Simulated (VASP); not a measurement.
# HfSi3 (Pm-3m) in VASP: elastic constants with PBEsol

Aim: the elastic constants of HfSi3 with PBEsol.

All numbers are computed with VASP 6.6.1; they aren't measurements. Logs are shortened: lines on timing, memory, paths and dates and some standing lists are left out, and cuts for length are marked.

### Step 1. The cell of the first run

It takes space group Pm-3m (No. 221, cubic). The conventional cell has a = 3.930 Å, b = 3.930 Å, c = 3.930 Å, α = 90.00°, β = 90.00°, γ = 90.00°. Hf (site symmetry m-3m) has 12 Si at 2.78 Å within 3.7 Å. Si (site symmetry 4/mmm) has 4 Hf at 2.78 Å and 8 Si at 2.78 Å within 3.7 Å.

### Step 2. Elastic constants, PBEsol

File INCAR:

```
SYSTEM = HfSi3
  ALGO = Normal
  EDIFF = 1E-8
  ENCUT = 600
  GGA = PS
  IBRION = 6
  ISIF = 3
  ISMEAR = 0
  LASPH = .True.
  LCHARG = .False.
  LREAL = .False.
  LUSENCCL = .False.
  LWAVE = .False.
  NBANDS = 19
  NELM = 80
  NFREE = 2
  NSW = 1
  POTIM = 0.015
  PREC = Accurate
  SIGMA = 0.05
```

File KPOINTS:

```
k-points
0
Gamma
  8 8 8
  0 0 0
```

File POSCAR:

```
HfSi3
1.0
    3.9300057715      0.0000000000      0.0000000000
    0.0000000000      3.9300057715      0.0000000000
    0.0000000000      0.0000000000      3.9300057715
Hf Si
1 3
Direct
    0.0000000000      0.0000000000      0.0000000000
    0.0000000000      0.5000000000      0.5000000000
    0.5000000000      0.5000000000      0.0000000000
    0.5000000000      0.0000000000      0.5000000000
```

Potentials or basis: VASP PAW PBE potentials, release 64 (Hf_pv, Si).

Launch:

```bash
$ cat potpaw_PBE.64/Hf_pv/POTCAR potpaw_PBE.64/Si/POTCAR > POTCAR
$ mpirun -np 1 vasp_std > vasp.out
```

OUTCAR:

```text
SYSTEM = HfSi3
   EDIFF = 1E-8
   ENCUT = 600
   GGA = PS
   IBRION = 6
   ISIF = 3
   ISMEAR = 0
   LASPH = .True.
   LREAL = .False.
   NELM = 80
   NFREE = 2
   NSW = 1
   POTIM = 0.015
   PREC = Accurate

 ion  position               nearest neighbor table
   1  0.000  0.000  0.000-   2 2.78   3 2.78   4 2.78   2 2.78   4 2.78   2 2.78   3 2.78   2 2.78
                             3 2.78   4 2.78   4 2.78   3 2.78
   2  0.000  0.500  0.500-   1 2.78   3 2.78   4 2.78   1 2.78   3 2.78   1 2.78   4 2.78   1 2.78
                             3 2.78   4 2.78   3 2.78   4 2.78
   3  0.500  0.500  0.000-   1 2.78   2 2.78   4 2.78   2 2.78   4 2.78   1 2.78   4 2.78   4 2.78
                             1 2.78   2 2.78   2 2.78   1 2.78
   4  0.500  0.000  0.500-   1 2.78   2 2.78   3 2.78   1 2.78   3 2.78   2 2.78   3 2.78   3 2.78
                             1 2.78   2 2.78   1 2.78   2 2.78

  LATTYP: Found a simple cubic cell.
 ALAT       =     3.9300057715

  Lattice vectors:

 A1 = (   3.9300057715,   0.0000000000,   0.0000000000)
 A2 = (   0.0000000000,   3.9300057715,   0.0000000000)
 A3 = (   0.0000000000,   0.0000000000,   3.9300057715)

Analysis of symmetry for initial positions (statically):
=====================================================================
 Subroutine PRICEL returns:
 Original cell was already a primitive cell.

 Routine SETGRP: Setting up the symmetry group for a
 simple cubic supercell.

 Subroutine GETGRP returns: Found 48 space group operations
 (whereof 48 operations were pure point group operations)
 out of a pool of 48 trial point group operations.

The static configuration has the point symmetry O_h .

Analysis of symmetry for dynamics (positions and initial velocities):
=====================================================================
 Subroutine PRICEL returns:
 Original cell was already a primitive cell.

 Routine SETGRP: Setting up the symmetry group for a
 simple cubic supercell.

 Subroutine GETGRP returns: Found 48 space group operations
 (whereof 48 operations were pure point group operations)
 out of a pool of 48 trial point group operations.

The dynamic configuration has the point symmetry O_h .

 Subroutine INISYM returns: Found 48 space group operations
 (whereof 48 operations are pure point group operations),
 and found     1 'primitive' translations

----------------------------------------------------------------------------------------

                                     Primitive cell

  volume of cell :      60.6987

  direct lattice vectors                    reciprocal lattice vectors
     3.930005771  0.000000000  0.000000000     0.254452553  0.000000000  0.000000000
     0.000000000  3.930005771  0.000000000     0.000000000  0.254452553  0.000000000
     0.000000000  0.000000000  3.930005771     0.000000000  0.000000000  0.254452553

  length of vectors
     3.930005771  3.930005771  3.930005771     0.254452553  0.254452553  0.254452553

  position of ions in fractional coordinates (direct lattice)
     0.000000000  0.000000000  0.000000000
     0.000000000  0.500000000  0.500000000
     0.500000000  0.500000000  0.000000000
     0.500000000  0.000000000  0.500000000

  ion indices of the primitive-cell ions
   primitive index   ion index
                 1           1
                 2           2
                 3           3
[... 121 lines left out ...]
  free energy    TOTEN  =       -28.42577000 eV

  energy without entropy =      -28.42245612  energy(sigma->0) =      -28.42411306

------------------------ aborting loop because EDIFF is reached ----------------------------------------

  FORCE on cell =-STRESS in cart. coord.  units (eV):
  Direction    XX          YY          ZZ          XY          YZ          ZX
  --------------------------------------------------------------------------------------
  -------------------------------------------------------------------------------------
  Total        0.0259429      0.0259429      0.0259429      0.0000000     -0.0000000      0.0000000
  in kB        0.6847781      0.6847781      0.6847781      0.0000000     -0.0000000      0.0000000
  external PRESSURE =       0.6847781 kB  Pullay stress =       0.0000000 kB
[... 95 lines left out ...]
  FREE ENERGIE OF THE ION-ELECTRON SYSTEM (eV)
  ---------------------------------------------------
  free  energy   TOTEN  =       -28.4187389003 eV

  energy  without entropy=      -28.4157124993  energy(sigma->0) =      -28.41722570

[... ionic steps 4 to 16 ...]

--------------------------------------- Ionic step       17  -------------------------------------------

 number of electron      22.0000000 magnetization

------------------------ aborting loop because EDIFF is reached ----------------------------------------
[... 71 lines left out ...]
--------------------------------------- Ionic step       19  -------------------------------------------

 number of electron      22.0000000 magnetization

 Free energy of the ion-electron system (eV)
  ---------------------------------------------------
  ext. energy  EPLUGINS =         0.00000000
  ---------------------------------------------------
  free energy    TOTEN  =       -28.42502376 eV

  energy without entropy =      -28.42170073  energy(sigma->0) =      -28.42336224

 E-fermi :   9.5274     XC(G=0): -11.6383

 val. band max:        9.4719220201   @ k =   0.1250   0.0000   0.0000
 cond. band min:       9.5277942319   @ k =   0.0000   0.3750   0.3750
 fundamental gap:      0.0558722117
 Fermi energy:         9.5274139805

 k-point     1 :       0.0000    0.0000    0.0000
  band No.  band energies     occupation
      1     -21.6409      2.00000
      2     -21.6409      2.00000
      3     -21.6409      2.00000
      4      -4.1350      2.00000
      5       3.4314      2.00000
      6       3.4326      2.00000
[... 505 lines left out ...]
      6       1.3244      2.00000
[... 11 lines left out ...]
     18      15.1974      0.00000
     19      16.5841      0.00000

 [... further k-points ...]

------------------------ aborting loop because EDIFF is reached ----------------------------------------

  FORCE on cell =-STRESS in cart. coord.  units (eV):
  Direction    XX          YY          ZZ          XY          YZ          ZX
  --------------------------------------------------------------------------------------
  -------------------------------------------------------------------------------------
  Total        0.0275873      0.0275142      0.0312450      0.0000000      0.0000000      0.0000000
  in kB        0.7281828      0.7262520      0.8247308      0.0000000      0.0000000      0.0000000
  external PRESSURE =       0.7597219 kB  Pullay stress =       0.0000000 kB
[... 19 lines left out ...]
  FREE ENERGIE OF THE ION-ELECTRON SYSTEM (eV)
  ---------------------------------------------------
  free  energy   TOTEN  =       -28.4250237583 eV

  energy  without entropy=      -28.4217007298  energy(sigma->0) =      -28.42336224

 INTERNAL STRAIN TENSORS FROM STRAINED CELLS
 ============================================

 INTERNAL STRAIN TENSOR FOR ION    1 for displacements in x,y,z  (eV/Angst):
          X           Y           Z          XY          YZ          ZX
  --------------------------------------------------------------------------------
  x     0.00000     0.00000     0.00000     0.00000     0.00000     0.00000
  y     0.00000     0.00000     0.00000     0.00000     0.00000     0.00000
  z     0.00000     0.00000     0.00000     0.00000     0.00000     0.00000

 INTERNAL STRAIN TENSORS FROM DISPLACED ATOMS
 ============================================

 INTERNAL STRAIN TENSOR FOR ION    1 for displacements in x,y,z  (eV/Angst):
          X           Y           Z          XY          YZ          ZX
  --------------------------------------------------------------------------------
  x     0.00000     0.00000     0.00000     0.00000     0.00000     0.00000
  y     0.00000     0.00000     0.00000     0.00000     0.00000     0.00000
  z     0.00000     0.00000     0.00000     0.00000     0.00000     0.00000

 INTERNAL STRAIN TENSOR FOR ION    4 for displacements in x,y,z  (eV/Angst):
          X           Y           Z          XY          YZ          ZX
  --------------------------------------------------------------------------------
  x     0.00000     0.00000     0.00000     0.00000     0.00000     0.00000
  y     0.00000     0.00000     0.00000     0.00000     0.00000     0.00000
  z     0.00000     0.00000     0.00000     0.00000     0.00000     0.00000

 Eigenvectors and eigenvalues of the dynamical matrix
 ----------------------------------------------------

   1 f  =    8.304557 THz    52.179070 2PiTHz  277.010199 cm-1    34.344872 meV
             X         Y         Z           dx          dy          dz
      0.000000  0.000000  0.000000    -0.400775    0.035821    0.050332
      0.000000  1.965003  1.965003    -0.226259   -0.055277   -0.077670
      1.965003  1.965003  0.000000     0.618457   -0.055277    0.028415
      1.965003  0.000000  1.965003     0.618457    0.020223   -0.077670
[... 71 lines left out ...]
  12 f/i=    2.642573 THz    16.603778 2PiTHz   88.146759 cm-1    10.928800 meV
             X         Y         Z           dx          dy          dz
      0.000000  0.000000  0.000000     0.388313   -0.056255    0.000061
      0.000000  1.965003  1.965003    -0.908514    0.005848   -0.000006
      1.965003  1.965003  0.000000    -0.040369    0.005848   -0.000142
      1.965003  0.000000  1.965003    -0.040369    0.131617   -0.000006

--------------------------------------------------------------------------------------------------------

 ELASTIC MODULI CONTR FROM IONIC RELAXATION (kBar)
 Direction    XX          YY          ZZ          XY          YZ          ZX
 --------------------------------------------------------------------------------
 XX           0.0000      0.0000      0.0000      0.0000      0.0000      0.0000
 YY           0.0000      0.0000      0.0000      0.0000      0.0000      0.0000
 ZZ           0.0000      0.0000      0.0000      0.0000      0.0000      0.0000
 XY           0.0000      0.0000      0.0000      0.0000      0.0000      0.0000
 YZ           0.0000      0.0000      0.0000      0.0000      0.0000      0.0000
 ZX           0.0000      0.0000      0.0000      0.0000      0.0000      0.0000
 --------------------------------------------------------------------------------

 TOTAL ELASTIC MODULI (kBar)
 Direction    XX          YY          ZZ          XY          YZ          ZX
 --------------------------------------------------------------------------------
 XX        1453.1806   1158.9716   1158.9716      0.0000      0.0000     -0.0000
 YY        1158.9716   1453.1806   1158.9716     -0.0000      0.0000      0.0000
 ZZ        1158.9716   1158.9716   1453.1806     -0.0000      0.0000      0.0000
 XY           0.0000     -0.0000     -0.0000    157.0263      0.0000      0.0000
 YZ           0.0000      0.0000      0.0000      0.0000    157.0263      0.0000
 ZX          -0.0000      0.0000      0.0000      0.0000      0.0000    157.0263
 --------------------------------------------------------------------------------
```

Run time: 25 min. Hardware: 1 × NVIDIA H100 80GB with 1 thread of AMD EPYC 7R13 (Zen 3), shared host; peak memory 1.5 GiB.

Results:

* Elastic constants C11, C12, C44: 145, 116, 16 GPa
* Voigt bulk modulus: 126 GPa
* Highest phonon frequency at Γ: 277 cm⁻¹
* Most unstable mode: 88i cm⁻¹

Phonon frequencies in cm⁻¹ (negative: imaginary):
| q point | frequencies |
| --- | --- |
| (0.000, 0.000, 0.000) | -88 -88 -88 0 0 0 261 261 261 277 277 277 |

Elastic tensor in Voigt notation (GPa, in the Cartesian axes of the cell as first typed):
```
145 116 116   0   0   0
116 145 116   0   0   0
116 116 145   0   0   0
  0   0   0  16   0   0
  0   0   0   0  16   0
  0   0   0   0   0  16
```

Clamped-ion elastic tensor (GPa):
```
145 116 116   0   0   0
116 145 116   0   0   0
116 116 145   0   0   0
  0   0   0  16   0   0
  0   0   0   0  16   0
  0   0   0   0   0  16
```

Caveat: some modes are imaginary; the PAW data sets were made with another functional, which shifts forces and pressure a little; spin-orbit coupling is left out, which moves the levels of the heavy elements.
